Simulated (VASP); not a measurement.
# Zr12H (a cell with a defect) in VASP: further runs

The runs below take Zr12H (a cell with a defect) through single point, with PBE.

All numbers are computed with VASP 6.6.1; they aren't measurements. Logs are shortened: lines on timing, memory, paths and dates and some standing lists are left out, and cuts for length are marked.

## Step 1: The cell of the first run

The cell holds a defect, 13 atoms: a = 6.460 Å, b = 9.690 Å, c = 5.145 Å, α = 90.00°, β = 90.00°, γ = 120.00°.

## Step 2: Single point, PBE

Input file INCAR:

```
SYSTEM = Zr12H
  ALGO = Normal
  EDIFF = 1E-6
  ENCUT = 520
  GGA = PE
  ISIF = 2
  ISMEAR = -1
  LASPH = .TRUE.
  LCHARG = .FALSE.
  LREAL = .FALSE.
  LWAVE = .FALSE.
  NBANDS = 84
  NELM = 80
  PREC = Accurate
  SIGMA = 0.1
```

Input file KPOINTS:

```
k-points
0
G
  3 2 3
  0 0 0
```

Input file POSCAR:

```
Zr12H
1.0
    6.4600000000      0.0000000000      0.0000000000
   -4.8450000000      8.3917860000      0.0000000000
    0.0000000000      0.0000000000      5.1453900000
Zr H
12 1
Direct
   -0.0054698771     -0.0173860487      0.0113694006
    0.1711705767      0.2404255781      0.5331762996
    0.0023222277      0.3383904213      0.0205037908
    0.1405688326      0.5540298573      0.4877764368
    0.0162018253      0.6679388631      0.0489953143
    0.2013236365      0.9292777485      0.4978242660
    0.5011880756     -0.0091279735      0.0449334258
    0.6821082481      0.2349678602      0.5032854652
    0.5183027156      0.3221125992     -0.0517356313
    0.6701643581      0.5879797221      0.5132749898
    0.4678713884      0.6391845550     -0.0484900076
    0.6644207284      0.9012503417      0.4987377050
    0.9209308397      0.8158334829      0.2283208853
```

Potentials or basis: VASP PAW PBE potentials, release 64 (Zr_sv, H).

Started as:

```console
> cat potpaw_PBE.64/Zr_sv/POTCAR potpaw_PBE.64/H/POTCAR > POTCAR
> mpirun -np 1 vasp_std > vasp.out
```

OUTCAR:

```text
SYSTEM = Zr12H
   EDIFF = 1E-6
   ENCUT = 520
   GGA = PE
   ISIF = 2
   ISMEAR = -1
   LASPH = .TRUE.
   LREAL = .FALSE.
   NELM = 80
   PREC = Accurate

 ion  position               nearest neighbor table
   1  0.995  0.983  0.011-  13 1.82   6 3.00   6 3.12  12 3.13   5 3.13  12 3.23   7 3.23   7 3.24
                             2 3.28   9 3.35  11 3.38   3 3.42   2 3.45
   2  0.171  0.240  0.533-   9 2.91   3 3.07   6 3.12   8 3.14   4 3.15   3 3.18   1 3.28  12 3.28
                            10 3.30   8 3.33   1 3.45   9 3.60
   3  0.002  0.338  0.021-  11 2.98   4 3.01   8 3.06   2 3.07   9 3.07   5 3.15   2 3.18   8 3.21
                             4 3.29   7 3.31   1 3.42   9 3.44
   4  0.141  0.554  0.488-   5 2.80   3 3.01  11 3.02   8 3.03   2 3.15  10 3.22  10 3.27   3 3.29
                            11 3.32   5 3.33  12 3.37   6 3.46
   5  0.016  0.668  0.049-  13 2.04   4 2.80  10 3.09  11 3.11   1 3.13   7 3.13   3 3.15   6 3.19
                             9 3.33   4 3.33  10 3.39  11 3.45   6 3.59
   6  0.201  0.929  0.498-  13 2.10   7 2.90   1 3.00   8 3.04   1 3.12   2 3.12  12 3.14   5 3.19
                             7 3.30  12 3.34  10 3.37   4 3.46   5 3.59
   7  0.501  0.991  0.045-  12 2.87   6 2.90   8 3.12   5 3.13   9 3.19   1 3.23   1 3.24  12 3.27
                             6 3.30   3 3.31  11 3.34   8 3.46
   8  0.682  0.235  0.503-   9 2.82   4 3.03   6 3.04   3 3.06   7 3.12   2 3.14  12 3.18   3 3.21
                             9 3.30   2 3.33   7 3.46  10 3.46
   9  0.518  0.322  0.948-   8 2.82   2 2.91   3 3.07  10 3.18   7 3.19  11 3.25   8 3.30   5 3.33
                             1 3.35   3 3.44   2 3.60  10 3.68
  10  0.670  0.588  0.513-  11 2.77  12 3.06   5 3.09   9 3.18   4 3.22   4 3.27   2 3.30  11 3.31
                             6 3.37   5 3.39   8 3.46   9 3.68
  11  0.468  0.639  0.952-  10 2.77   3 2.98   4 3.02   5 3.11  12 3.20   9 3.25  10 3.31   4 3.32
                             7 3.34   1 3.38   5 3.45  12 3.57
  12  0.664  0.901  0.499-   7 2.87  10 3.06   1 3.13   6 3.14   8 3.18  11 3.20   1 3.23   7 3.27
                             2 3.28   6 3.34   4 3.37  11 3.57
  13  0.921  0.816  0.228-   1 1.82   5 2.04   6 2.10

  LATTYP: Found a simple monoclinic cell.
 ALAT       =     6.4600000000
 B/A-ratio  =     0.7965000000
 C/A-ratio  =     1.3228756308
 COS(beta)  =    -0.1889822400

  Lattice vectors:

 A1 = (   6.4600000000,   0.0000000000,   0.0000000000)
 A2 = (   0.0000000000,   0.0000000000,   5.1453900000)
 A3 = (  -1.6150000000,  -8.3917860000,   0.0000000000)

Analysis of symmetry for initial positions (statically):
=====================================================================
 Subroutine PRICEL returns:
 Original cell was already a primitive cell.

 Routine SETGRP: Setting up the symmetry group for a
 simple monoclinic supercell.

 Subroutine GETGRP returns: Found  1 space group operations
 (whereof  1 operations were pure point group operations)
 out of a pool of  4 trial point group operations.

The static configuration has the point symmetry C_1 .

Analysis of symmetry for dynamics (positions and initial velocities):
=====================================================================
 Subroutine PRICEL returns:
 Original cell was already a primitive cell.

 Routine SETGRP: Setting up the symmetry group for a
 simple monoclinic supercell.

 Subroutine GETGRP returns: Found  1 space group operations
 (whereof  1 operations were pure point group operations)
 out of a pool of  4 trial point group operations.

The dynamic configuration has the point symmetry C_1 .

 Subroutine INISYM returns: Found  1 space group operations
 (whereof  1 operations are pure point group operations),
 and found     1 'primitive' translations

----------------------------------------------------------------------------------------

                                     Primitive cell

  volume of cell :     278.9364

  direct lattice vectors                    reciprocal lattice vectors
     6.460000000  0.000000000  0.000000000     0.154798762  0.089373108  0.000000000
    -4.845000000  8.391786000  0.000000000     0.000000000  0.119164145  0.000000000
     0.000000000  0.000000000  5.145390000     0.000000000  0.000000000  0.194348728

  length of vectors
     6.460000000  9.689999859  5.145390000     0.178746214  0.119164145  0.194348728

  position of ions in fractional coordinates (direct lattice)
     0.994530123  0.982613951  0.011369401
     0.171170577  0.240425578  0.533176300
     0.002322228  0.338390421  0.020503791
     0.140568833  0.554029857  0.487776437
     0.016201825  0.667938863  0.048995314
     0.201323636  0.929277748  0.497824266
     0.501188076  0.990872026  0.044933426
     0.682108248  0.234967860  0.503285465
     0.518302716  0.322112599  0.948264369
     0.670164358  0.587979722  0.513274990
     0.467871388  0.639184555  0.951509992
     0.664420728  0.901250342  0.498737705
[... 35 lines left out ...]

  Shift w.r.t. Gamma in fractional coordinates (k-lattice)
     0.000000000  0.000000000  0.000000000

 -----------------------------------------------------------------------------
|                                                                             |
|           W    W    AA    RRRRR   N    N  II  N    N   GGGG   !!!           |
|           W    W   A  A   R    R  NN   N  II  NN   N  G    G  !!!           |
|           W    W  A    A  R    R  N N  N  II  N N  N  G       !!!           |
|           W WW W  AAAAAA  RRRRR   N  N N  II  N  N N  G  GGG   !            |
|           WW  WW  A    A  R   R   N   NN  II  N   NN  G    G                |
|           W    W  A    A  R    R  N    N  II  N    N   GGGG   !!!           |
|                                                                             |
|     Your reciprocal lattice and k-lattice belong to different lattice       |
|     classes:                                                                |
|                                                                             |
|        The reciprocal lattice is simple monoclinic,                         |
|        whereas your k-lattice is hexagonal.                                 |
|                                                                             |
|     Results are often still useful ...                                      |
|                                                                             |
 -----------------------------------------------------------------------------

 Subroutine IBZKPT returns following result:
 ===========================================

 Found     10 irreducible k-points:

 Following reciprocal coordinates:
            Coordinates               Weight
  0.000000  0.000000  0.000000      1.000000
  0.333333  0.000000  0.000000      2.000000
  0.000000  0.500000  0.000000      1.000000
  0.333333  0.500000  0.000000      2.000000
  0.000000  0.000000  0.333333      2.000000
  0.333333  0.000000  0.333333      2.000000
 -0.333333  0.000000  0.333333      2.000000
  0.000000  0.500000  0.333333      2.000000
  0.333333  0.500000  0.333333      2.000000
 -0.333333  0.500000  0.333333      2.000000
   k-points           NKPTS =     10   k-points in BZ     NKDIM =     10   number of bands    NBANDS=     84
   number of dos      NEDOS =    301   number of ions     NIONS =     13
   total plane-waves  NPLWV = 138240
   dimension x,y,z NGX =    48 NGY =   72 NGZ =   40
   dimension x,y,z NGXF=    96 NGYF=  144 NGZF=   80
   ions per type =              12   1
   NGX,Y,Z   is equivalent  to a cutoff of  12.35, 12.35, 12.92 a.u.
   NGXF,Y,Z  is equivalent  to a cutoff of  24.71, 24.71, 25.85 a.u.
 SYSTEM =  Zr12H
   PREC   = accura    normal or accurate (medium, high low for compatibility)
   ISTART =      0    job   : 0-new  1-cont  2-samecut
   ICHARG =      2    charge: 1-file 2-atom 10-const
   ISPIN  =      1    spin polarized calculation?
   LNONCOLLINEAR =      F non collinear calculations
   LSORBIT =      F    spin-orbit coupling
   LASPH  =      T    aspherical Exc in radial PAW
   ENCUT  =  520.0 eV  38.22 Ry    6.18 a.u.  12.01 18.02  9.57*2*pi/ulx,y,z
   NELM   =     80;   NELMIN=  2; NELMDL= -5     # of ELM steps
   EDIFF  = 0.1E-05   stopping-criterion for ELM
   LREAL  =      F    real-space projection
   EDIFFG = 0.1E-04   stopping-criterion for IOM
   NSW    =      0    number of steps for IOM
   IBRION =     -1    ionic relax: 0-MD 1-quasi-New 2-CG
   NFREE  =      0    steps in history (QN), initial steepest desc. (CG)
   ISIF   =      2    stress and relaxation
   ISYM   =      2    0-nonsym 1-usesym 2-fastsym
   POTIM  = 0.5000    time-step for ionic-motion
   TEBEG  =    0.0;   TEEND  =   0.0 temperature during run
   PSTRESS=    0.0 pullay stress
   NELECT =     145.0000    total number of electrons
   NUPDOWN=      -1.0000    fix difference up-down
   EMIN   =  10.00;   EMAX   =-10.00  energy-range for DOS
   EFERMI =   0.00;   METHOD = LEGACY
   ISMEAR =    -1;   SIGMA  =   0.10  broadening in eV -4-tet -1-fermi 0-gaus
   EFERMI_NEDOS =   21; number of points for ismear=-14 and -15
   IALGO  =     38    algorithm
   IMIX   =      4    mixing-type and parameters
     AMIX     =   0.40;   BMIX     =  1.00
     AMIX_MAG =   1.60;   BMIX_MAG =  1.00
  volume/ion in A,a.u.               =      21.46       144.80
  Fermi-wavevector in a.u.,A,eV,Ry     =   1.316323  2.487490 23.574895  1.732706
  Thomas-Fermi vector in A             =   2.446443
   LORBIT       =      0    0 simple, 1 ext, 2 COOP (PROOUT), +10 PAW based schemes
   GGA     = PE    functional components
   LHFCALC =     F    Hartree Fock is set to
   AEXX    =    0.0000 exact exchange contribution
   IVDW    =     0    specifies the selected vdW correction
   LEPSILON=     F    determine dielectric tensor
   LRPA    =     F    only Hartree local field effects (RPA)
 non-spin polarized calculation
  energy-cutoff  :      520.00
  volume of cell :      278.94
 maximum number of plane-waves:      7545
   NGX = 25   NGY = 37   NGZ = 19

 number of electron     144.9999999 magnetization

 Free energy of the ion-electron system (eV)
  ---------------------------------------------------
  ext. energy  EPLUGINS =         0.00000000
  ---------------------------------------------------
  free energy    TOTEN  =      -104.48999369 eV

  energy without entropy =     -103.92258541  energy(sigma->0) =     -104.20628955

 E-fermi :   8.9228     XC(G=0): -11.1016

 val. band max:        8.9132475539   @ k =   0.3333   0.0000   0.0000
 cond. band min:       8.9401435884   @ k =   0.3333   0.5000   0.3333
 fundamental gap:      0.0268960345
 Fermi energy:         8.9227748339

 k-point     1 :       0.0000    0.0000    0.0000
  band No.  band energies     occupation
      1     -39.7887      2.00000
      2     -39.7124      2.00000
      3     -39.7051      2.00000
      4     -39.6548      2.00000
      5     -39.6255      2.00000
      6     -39.6157      2.00000
[... 859 lines left out ...]
     83       9.9452      0.00007
     84      10.0854      0.00002

------------------------ aborting loop because EDIFF is reached ----------------------------------------

  FORCE on cell =-STRESS in cart. coord.  units (eV):
  Direction    XX          YY          ZZ          XY          YZ          ZX
  --------------------------------------------------------------------------------------
  -------------------------------------------------------------------------------------
  Total        8.3693562      1.0125992      7.6238513     -1.2962700     -0.4195227     -0.5987210
  in kB       48.0725788      5.8162482     43.7904878     -7.4456194     -2.4096881     -3.4389816
  external PRESSURE =      32.5597716 kB  Pullay stress =       0.0000000 kB

 VOLUME and BASIS-vectors are now :
 -----------------------------------------------------------------------------
  energy-cutoff  :      520.00
  volume of cell :      278.94
      direct lattice vectors                 reciprocal lattice vectors
     6.460000000  0.000000000  0.000000000     0.154798762  0.089373108  0.000000000
    -4.845000000  8.391786000  0.000000000     0.000000000  0.119164145  0.000000000
     0.000000000  0.000000000  5.145390000     0.000000000  0.000000000  0.194348728

 POSITION                                       TOTAL-FORCE (eV/Angst)
 -----------------------------------------------------------------------------------
      1.66390      8.24589      0.05850        -0.612013      1.434483     -1.338562
     -0.05910      2.01760      2.74340        -0.217684      0.124759     -0.715481
     -1.62450      2.83970      0.10550         0.250484     -0.827998     -0.584509
     -1.77620      4.64930      2.50980         0.339481      0.841175      0.990950
     -3.13150      5.60520      0.25210        -0.463443     -0.159496     -1.284421
     -3.20180      7.79830      2.56150        -0.247148     -0.614778      1.335181
     -1.56310      8.31519      0.23120         0.490615      0.333040     -1.698049
      3.26800      1.97180      2.58960         0.172844     -0.109809     -0.277669
      1.78760      2.70310      4.87919        -0.435007      0.269770      1.600248
      1.48050      4.93420      2.64100         0.545833     -0.339716     -0.774674
     -0.07440      5.36390      4.89589         0.168589      0.358190      0.896126
     -0.07440      7.56310      2.56620        -0.063789     -0.028593      0.399213
      1.99650      6.84630      1.17480         0.071238     -1.281028      1.451646
 -----------------------------------------------------------------------------------
    total drift:                                0.000160      0.000251      0.000226

  FREE ENERGIE OF THE ION-ELECTRON SYSTEM (eV)
  ---------------------------------------------------
  free  energy   TOTEN  =      -104.4899936938 eV

  energy  without entropy=     -103.9225854126  energy(sigma->0) =     -104.20628955
```

It took 5.6 min on 1 thread of Oxide Virtual Turin-like, shared host; peak memory 0.39 GiB.

Results:

| Quantity | Value |
| --- | --- |
| Free energy | -104.4900 eV |
| Pressure | 3.3 GPa |
| Largest force | 2.055 eV/Å |
| Band gap on the k mesh | zero (an odd number of electrons rules out a gap without spin polarisation) |

Forces in eV/Å, atoms in the order of the input:
```
Zr  -0.612  1.434 -1.339
Zr  -0.218  0.125 -0.715
Zr   0.250 -0.828 -0.585
Zr   0.339  0.841  0.991
Zr  -0.463 -0.159 -1.284
Zr  -0.247 -0.615  1.335
Zr   0.491  0.333 -1.698
Zr   0.173 -0.110 -0.278
Zr  -0.435  0.270  1.600
Zr   0.546 -0.340 -0.775
Zr   0.169  0.358  0.896
Zr  -0.064 -0.029  0.399
H    0.071 -1.281  1.452
```

Levels at points of the mesh, in eV from the Fermi level:
| k point | band 71 | band 72 | band 73 | band 74 | band 75 | band 76 |
| --- | --- | --- | --- | --- | --- | --- |
| (0.00, 0.00, 0.00) | 0.07 | 0.16 | 0.17 | 0.30 | 0.47 | 0.58 |
| (0.00, 0.50, 0.00) | 0.05 | 0.10 | 0.15 | 0.22 | 0.27 | 0.38 |

Caveat: the k points lie up to 0.41 Å⁻¹ apart, too coarse for converged energies and pressures of a metal.

(Part 1 of 2 ends here.)

The gap in the log of VASP goes by the Fermi energy; the results here count the filled bands.